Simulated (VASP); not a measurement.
# Li2ZnSn in VASP: further runs, part 2 of 2

VASP 6.6.1.

## Step 3: Single point, LDA

Input file INCAR:

```
  PREC = Accurate
  ENCUT = 520
  EDIFF = 1E-6
  ISMEAR = 0
  SIGMA = 0.1
  LREAL = F
  LASPH = T
  NELM = 80
  ALGO = Normal
  ISIF = 2
  LWAVE = F
  LCHARG = F
  NBANDS = 42
```

Input file KPOINTS:

```
Automatic mesh
0
Gamma
  3 3 3
```

Input file POSCAR:

```
Li2ZnSn
1.0
    5.7535360000      0.2428500000     -0.8103210000
   -0.4191730000      5.6219050000     -0.0439580000
   -0.0016510000     -1.2202940000      4.6604990000
Li Sn Zn
4 2 2
Direct
    0.1814783901      0.5377281720      0.8027374763
    0.5265269983      0.4265383847      0.5249336301
    0.0456825793      0.7008665805      0.3289021726
    0.7628038505      0.8383083605      0.9201601240
    0.3442979682      0.0610722529      0.7746306754
    0.8625310594      0.1117459738      0.5757759330
    0.1344290521      0.2333772135      0.2301417680
    0.4488976839      0.8903383094      0.2393728035
```

Potentials or basis: VASP PAW LDA potentials, release 64 (Li_sv, Sn_d, Zn).

Command:

```sh
> cat potpaw_LDA.64/Li_sv/POTCAR potpaw_LDA.64/Sn_d/POTCAR potpaw_LDA.64/Zn/POTCAR > POTCAR
> mpirun -np 1 vasp_std > vasp.out
```

OUTCAR:

```text
PREC = Accurate
   ENCUT = 520
   EDIFF = 1E-6
   ISMEAR = 0
   LREAL = F
   LASPH = T
   NELM = 80
   ISIF = 2

 ion  position               nearest neighbor table
   1  0.181  0.538  0.803-   2 2.58   8 2.73   7 2.81   5 2.85   6 2.86   5 3.11
   2  0.527  0.427  0.525-   7 2.55   1 2.58   6 2.71   5 2.89
   3  0.046  0.701  0.329-   7 2.63   6 2.65   8 2.68   5 2.86
   4  0.763  0.838  0.920-   8 2.53   6 2.65   5 2.85   6 3.09
   5  0.344  0.061  0.775-   7 2.64   8 2.66   8 2.67   1 2.85   4 2.85   3 2.86   6 2.87   2 2.89
                             1 3.11   7 3.13   6 3.32
   6  0.863  0.112  0.576-   3 2.65   4 2.65   7 2.65   2 2.71   8 2.76   1 2.86   5 2.87   4 3.09
                             7 3.20   5 3.32
   7  0.134  0.233  0.230-   2 2.55   3 2.63   5 2.64   6 2.65   8 2.71   1 2.81   5 3.13   6 3.20

   8  0.449  0.890  0.239-   4 2.53   5 2.66   5 2.67   3 2.68   7 2.71   1 2.73   6 2.76

  LATTYP: Found a triclinic cell.
 ALAT       =     6.9902395136
 B/A-ratio  =     1.4074739678
 C/A-ratio  =     1.9027119448
 COS(alpha) =     0.0260798573
 COS(beta)  =     0.5575777680
 COS(gamma) =     0.8279117189

  Lattice vectors:

 A1 = (  -5.7518850000,   0.9774440000,  -3.8501780000)
 A2 = (  -6.1710580000,   6.5993490000,  -3.8941360000)
 A3 = (  -4.9118880000,  -9.0460720000,  -8.4227610000)

Analysis of symmetry for initial positions (statically):
=====================================================================
 Subroutine PRICEL returns:
 Original cell was already a primitive cell.

 Routine SETGRP: Setting up the symmetry group for a
 triclinic supercell.

 Subroutine GETGRP returns: Found  1 space group operations
 (whereof  1 operations were pure point group operations)
 out of a pool of  2 trial point group operations.

The static configuration has the point symmetry C_1 .

Analysis of symmetry for dynamics (positions and initial velocities):
=====================================================================
 Subroutine PRICEL returns:
 Original cell was already a primitive cell.

 Routine SETGRP: Setting up the symmetry group for a
 triclinic supercell.

 Subroutine GETGRP returns: Found  1 space group operations
 (whereof  1 operations were pure point group operations)
 out of a pool of  2 trial point group operations.

The dynamic configuration has the point symmetry C_1 .

 Subroutine INISYM returns: Found  1 space group operations
 (whereof  1 operations are pure point group operations),
 and found     1 'primitive' translations

----------------------------------------------------------------------------------------

                                     Primitive cell

  volume of cell :     150.4915

  direct lattice vectors                    reciprocal lattice vectors
     5.753536000  0.242850000 -0.810321000     0.173745612  0.012981648  0.003460634
    -0.419173000  5.621905000 -0.043958000    -0.000950036  0.178169582  0.046651164
    -0.001651000 -1.220294000  4.660499000     0.030200190  0.003937621  0.215611014

  length of vectors
     5.815391023  5.637681628  4.817610518     0.174264273  0.184178266  0.217751385

  position of ions in fractional coordinates (direct lattice)
     0.181478390  0.537728172  0.802737476
     0.526526998  0.426538385  0.524933630
     0.045682579  0.700866580  0.328902173
     0.762803850  0.838308361  0.920160124
[... 56 lines left out ...]
  0.333333 -0.333333  0.333333      2.000000
 -0.333333 -0.333333  0.333333      2.000000
   k-points           NKPTS =     14   k-points in BZ     NKDIM =     14   number of bands    NBANDS=     42
   number of dos      NEDOS =    301   number of ions     NIONS =      8
   total plane-waves  NPLWV =  72576
   dimension x,y,z NGX =    48 NGY =   42 NGZ =   36
   dimension x,y,z NGXF=    96 NGYF=   84 NGZF=   72
   ions per type =               4   2   2
   NGX,Y,Z   is equivalent  to a cutoff of  13.72, 12.39, 12.42 a.u.
   NGXF,Y,Z  is equivalent  to a cutoff of  27.44, 24.77, 24.85 a.u.
 SYSTEM =  unknown system
   PREC   = accura    normal or accurate (medium, high low for compatibility)
   ISTART =      0    job   : 0-new  1-cont  2-samecut
   ICHARG =      2    charge: 1-file 2-atom 10-const
   ISPIN  =      1    spin polarized calculation?
   LNONCOLLINEAR =      F non collinear calculations
   LSORBIT =      F    spin-orbit coupling
   LASPH  =      T    aspherical Exc in radial PAW
   ENCUT  =  520.0 eV  38.22 Ry    6.18 a.u.  10.81 10.48  8.96*2*pi/ulx,y,z
   NELM   =     80;   NELMIN=  2; NELMDL= -5     # of ELM steps
   EDIFF  = 0.1E-05   stopping-criterion for ELM
   LREAL  =      F    real-space projection
   EDIFFG = 0.1E-04   stopping-criterion for IOM
   NSW    =      0    number of steps for IOM
   IBRION =     -1    ionic relax: 0-MD 1-quasi-New 2-CG
   NFREE  =      0    steps in history (QN), initial steepest desc. (CG)
   ISIF   =      2    stress and relaxation
   ISYM   =      2    0-nonsym 1-usesym 2-fastsym
   POTIM  = 0.5000    time-step for ionic-motion
   TEBEG  =    0.0;   TEEND  =   0.0 temperature during run
   PSTRESS=    0.0 pullay stress
   NELECT =      64.0000    total number of electrons
   NUPDOWN=      -1.0000    fix difference up-down
   EMIN   =  10.00;   EMAX   =-10.00  energy-range for DOS
   EFERMI =   0.00;   METHOD = LEGACY
   ISMEAR =     0;   SIGMA  =   0.10  broadening in eV -4-tet -1-fermi 0-gaus
   EFERMI_NEDOS =   21; number of points for ismear=-14 and -15
   IALGO  =     38    algorithm
   IMIX   =      4    mixing-type and parameters
     AMIX     =   0.40;   BMIX     =  1.00
     AMIX_MAG =   1.60;   BMIX_MAG =  1.00
  volume/ion in A,a.u.               =      18.81       126.95
  Fermi-wavevector in a.u.,A,eV,Ry     =   1.231112  2.326464 20.621482  1.515636
  Thomas-Fermi vector in A             =   2.365934
   LORBIT       =      0    0 simple, 1 ext, 2 COOP (PROOUT), +10 PAW based schemes
   GGA     = CA    functional components
   LHFCALC =     F    Hartree Fock is set to
   AEXX    =    0.0000 exact exchange contribution
   IVDW    =     0    specifies the selected vdW correction
   LEPSILON=     F    determine dielectric tensor
   LRPA    =     F    only Hartree local field effects (RPA)
 non-spin polarized calculation
 Gauss-broadening in eV      SIGMA  =   0.10
  energy-cutoff  :      520.00
  volume of cell :      150.49
 maximum number of plane-waves:      4064
 NGX is ok and might be reduce to    48
   NGX = 21   NGY = 21   NGZ = 17

 number of electron      64.0000016 magnetization

 Free energy of the ion-electron system (eV)
  ---------------------------------------------------
  ext. energy  EPLUGINS =         0.00000000
  ---------------------------------------------------
  free energy    TOTEN  =       -21.14288390 eV

  energy without entropy =      -21.11798710  energy(sigma->0) =      -21.13043550

 E-fermi :   3.9501     XC(G=0):  -9.4601

 val. band max:        3.9314371660   @ k =   0.3333  -0.3333   0.3333
 cond. band min:       4.0187354821   @ k =   0.0000   0.3333  -0.0000
 fundamental gap:      0.0872983161
 Fermi energy:         3.9501487721

 k-point     1 :       0.0000    0.0000    0.0000
  band No.  band energies     occupation
      1     -41.9255      2.00000
      2     -41.8863      2.00000
      3     -41.7656      2.00000
      4     -41.6502      2.00000
      5     -17.4747      2.00000
      6     -17.3758      2.00000
[... 619 lines left out ...]
     41      10.1336      0.00000
     42      10.4859      0.00000

------------------------ aborting loop because EDIFF is reached ----------------------------------------

  FORCE on cell =-STRESS in cart. coord.  units (eV):
  Direction    XX          YY          ZZ          XY          YZ          ZX
  --------------------------------------------------------------------------------------
  -------------------------------------------------------------------------------------
  Total        5.3804818     -1.5481395      2.1720400      0.0432049      0.0998031     -2.9570675
  in kB       57.2822042    -16.4819523     23.1241816      0.4599726      1.0625334    -31.4818173
  external PRESSURE =      21.3081445 kB  Pullay stress =       0.0000000 kB

 VOLUME and BASIS-vectors are now :
 -----------------------------------------------------------------------------
  energy-cutoff  :      520.00
  volume of cell :      150.49
      direct lattice vectors                 reciprocal lattice vectors
     5.753536000  0.242850000 -0.810321000     0.173745612  0.012981648  0.003460634
    -0.419173000  5.621905000 -0.043958000    -0.000950036  0.178169582  0.046651164
    -0.001651000 -1.220294000  4.660499000     0.030200190  0.003937621  0.215611014

 POSITION                                       TOTAL-FORCE (eV/Angst)
 -----------------------------------------------------------------------------------
      0.81742      2.08755      3.57046        -0.015493     -0.090854      0.202511
      2.84973      1.88525      2.00105         0.190221      0.285273     -0.422189
     -0.03149      3.54994      1.46502        -0.008670     -0.207405      0.106786
      4.03590      3.77527      3.63344         0.060425      0.064149      0.140382
      1.95405     -0.51832      3.32849         0.670611      0.041061     -0.400268
      4.91481      0.13508      1.97956        -0.635488      0.363158     -0.022559
      0.67524      1.06383      0.95339        -0.175927     -0.122379      0.085128
      2.20915      4.82231      0.71271        -0.085680     -0.333002      0.310209
 -----------------------------------------------------------------------------------
    total drift:                                0.001546     -0.001643      0.001330

  FREE ENERGIE OF THE ION-ELECTRON SYSTEM (eV)
  ---------------------------------------------------
  free  energy   TOTEN  =       -21.1428839002 eV

  energy  without entropy=      -21.1179870996  energy(sigma->0) =      -21.13043550
```

Wall time 33 s (1 thread of Intel Xeon 6975P-C (Granite Rapids), shared host); peak memory 0.25 GiB.

What came out:

```yaml
Free_energy: -21.1429 eV
Largest_force: 0.782 eV/Å
Band_gap_on_the_k_mesh: zero (band 32 reaches 4.05 eV, above the bottom of band 33 at 3.65 eV)
```

Forces in eV/Å, atoms in the order of the input:
```
Li  -0.015 -0.091  0.203
Li   0.190  0.285 -0.422
Li  -0.009 -0.207  0.107
Li   0.060  0.064  0.140
Sn   0.671  0.041 -0.400
Sn  -0.635  0.363 -0.023
Zn  -0.176 -0.122  0.085
Zn  -0.086 -0.333  0.310
```

Caveat: the k points lie up to 0.46 Å⁻¹ apart; the cutoff is under 1.25 times the usual one of these potentials, so pressure, stress and relaxed cells hold a basis-set (Pulay) error; spin-orbit coupling is left out, which moves the levels of the heavy elements.

## Step 4: Single point, LDA

Input file INCAR:

```
SYSTEM = Li2ZnSn
PREC = Accurate
ENCUT = 520
EDIFF = 1E-6
ISMEAR = 0
SIGMA = 0.1
LREAL = .False.
LASPH = .True.
NELM = 100
ALGO = Normal
ISIF = 2
LWAVE = .False.
LCHARG = .True.
LELF = .True.
LVHAR = .True.
NBANDS = 42
```

Input file KPOINTS:

```
Automatic mesh
0
Gamma
  3 3 3
  0 0 0
```

Input file POSCAR:

```
Li2ZnSn
1.0
    5.7535360000      0.2428500000     -0.8103210000
   -0.4191730000      5.6219050000     -0.0439580000
   -0.0016510000     -1.2202940000      4.6604990000
Li Sn Zn
4 2 2
Direct
    0.1948466976      0.5392133485      0.8115157006
    0.5276798054      0.4297302283      0.5060252366
    0.0416844464      0.7004361181      0.3343754721
    0.7630747242      0.8466577122      0.9266159811
    0.3456492371      0.0608327069      0.7758332143
    0.8606155812      0.1117090135      0.5750007420
    0.1341411341      0.2336705829      0.2310385796
    0.4490645428      0.8892101474      0.2375094017
```

Potentials or basis: VASP PAW LDA potentials, release 64 (Li_sv, Sn_d, Zn).

Command:

```sh
> cat potpaw_LDA.64/Li_sv/POTCAR potpaw_LDA.64/Sn_d/POTCAR potpaw_LDA.64/Zn/POTCAR > POTCAR
> mpirun -np 1 vasp_std > vasp.out
```

OUTCAR:

```text
SYSTEM = Li2ZnSn
   PREC = Accurate
   ENCUT = 520
   EDIFF = 1E-6
   ISMEAR = 0
   LREAL = .False.
   LASPH = .True.
   NELM = 100
   ISIF = 2

 ion  position               nearest neighbor table
   1  0.195  0.539  0.812-   2 2.59   8 2.67   5 2.83   6 2.92   5 3.10
   2  0.528  0.430  0.506-   7 2.53   1 2.59   6 2.72   5 2.97
   3  0.042  0.700  0.334-   6 2.63   7 2.64   8 2.72   5 2.87
   4  0.763  0.847  0.927-   8 2.50   6 2.64   5 2.83   6 3.05
   5  0.346  0.061  0.776-   8 2.65   7 2.65   8 2.68   4 2.83   1 2.83   3 2.87   6 2.89   2 2.97
                             1 3.10   7 3.13   6 3.30
   6  0.861  0.112  0.575-   3 2.63   4 2.64   7 2.65   2 2.72   8 2.75   5 2.89   1 2.92   4 3.05
                             7 3.21   5 3.30
[... 838 lines left out ...]
  external PRESSURE =      20.2791519 kB  Pullay stress =       0.0000000 kB

 VOLUME and BASIS-vectors are now :
 -----------------------------------------------------------------------------
  energy-cutoff  :      520.00
  volume of cell :      150.49
      direct lattice vectors                 reciprocal lattice vectors
     5.753536000  0.242850000 -0.810321000     0.173745612  0.012981648  0.003460634
    -0.419173000  5.621905000 -0.043958000    -0.000950036  0.178169582  0.046651164
    -0.001651000 -1.220294000  4.660499000     0.030200190  0.003937621  0.215611014

 POSITION                                       TOTAL-FORCE (eV/Angst)
 -----------------------------------------------------------------------------------
      0.89369      2.08844      3.60048        -0.091416     -0.128756      0.178917
      2.85506      1.92655      1.91185         0.191174      0.288410     -0.400877
     -0.05432      3.53987      1.49379         0.042932     -0.232539      0.070401
      4.03395      3.81440      3.66294         0.108731     -0.005065      0.107585
      1.96193     -0.52081      3.33301         0.634414      0.082576     -0.478041
      4.90381      0.13535      1.97750        -0.559564      0.452047      0.021947
      0.67346      1.06432      0.95779        -0.191173     -0.117554      0.091067
      2.21058      4.81828      0.70394        -0.135099     -0.339120      0.409001
 -----------------------------------------------------------------------------------
    total drift:                                0.000295     -0.001079     -0.000788

  FREE ENERGIE OF THE ION-ELECTRON SYSTEM (eV)
  ---------------------------------------------------
  free  energy   TOTEN  =       -21.2112683362 eV

  energy  without entropy=      -21.1832873273  energy(sigma->0) =      -21.19727783
```

OSZICAR:

```text
N       E                     dE             d eps       ncg     rms          rms(c)
DAV:   1     0.550796182197E+03    0.55080E+03   -0.30123E+04  1184   0.205E+03
DAV:   2     0.631885562085E+02   -0.48761E+03   -0.47114E+03  1176   0.529E+02
DAV:   3    -0.993760064770E+01   -0.73126E+02   -0.71402E+02  1410   0.177E+02
DAV:   4    -0.208376502383E+02   -0.10900E+02   -0.10649E+02  2056   0.485E+01
DAV:   5    -0.219643664316E+02   -0.11267E+01   -0.11251E+01  1744   0.151E+01    0.546E+00
DAV:   6    -0.213086510291E+02    0.65572E+00   -0.37312E+00  1592   0.258E+01    0.372E+00
DAV:   7    -0.212386127862E+02    0.70038E-01   -0.57087E-01  1480   0.763E+00    0.159E+00
DAV:   8    -0.212125832423E+02    0.26030E-01   -0.83494E-02  1592   0.256E+00    0.408E-01
DAV:   9    -0.212114471081E+02    0.11361E-02   -0.13616E-02  1800   0.172E+00    0.155E-01
DAV:  10    -0.212112206625E+02    0.22645E-03   -0.21248E-03  1632   0.767E-01    0.533E-02
DAV:  11    -0.212112660313E+02   -0.45369E-04   -0.75662E-04  1544   0.200E-01    0.294E-02
DAV:  12    -0.212112667351E+02   -0.70377E-06   -0.94906E-05  1800   0.996E-02    0.134E-02
DAV:  13    -0.212112680820E+02   -0.13469E-05   -0.19648E-05  1256   0.437E-02    0.312E-03
DAV:  14    -0.212112683362E+02   -0.25416E-06   -0.25629E-06   992   0.200E-02
   1 F= -.21211268E+02 E0= -.21197278E+02  d E =-.279810E-01
```

Wall time 32 s (1 thread of Intel Xeon 6975P-C (Granite Rapids), shared host); peak memory 0.25 GiB.

Results:

| Property | Result |
| --- | --- |
| Free energy | -21.2113 eV |
| Largest force | 0.799 eV/Å |
| Band gap on the k mesh | zero (band 32 reaches 4.01 eV, above the bottom of band 33 at 3.64 eV) |

Forces in eV/Å, atoms in the order of the input:
```
Li  -0.091 -0.129  0.179
Li   0.191  0.288 -0.401
Li   0.043 -0.233  0.070
Li   0.109 -0.005  0.108
Sn   0.634  0.083 -0.478
Sn  -0.560  0.452  0.022
Zn  -0.191 -0.118  0.091
Zn  -0.135 -0.339  0.409
```

Levels at points of the mesh, in eV from the Fermi level:
| k point | band 30 | band 31 | band 32 | band 33 | band 34 | band 35 |
| --- | --- | --- | --- | --- | --- | --- |
| (0.00, 0.00, 0.00) | -2.01 | -1.43 | 0.06 | 0.32 | 0.80 | 1.47 |

Caveat: the k points lie up to 0.46 Å⁻¹ apart; the cutoff is under 1.25 times the usual one of these potentials, so pressure, stress and relaxed cells hold a basis-set (Pulay) error; spin-orbit coupling is left out, which moves the levels of the heavy elements.
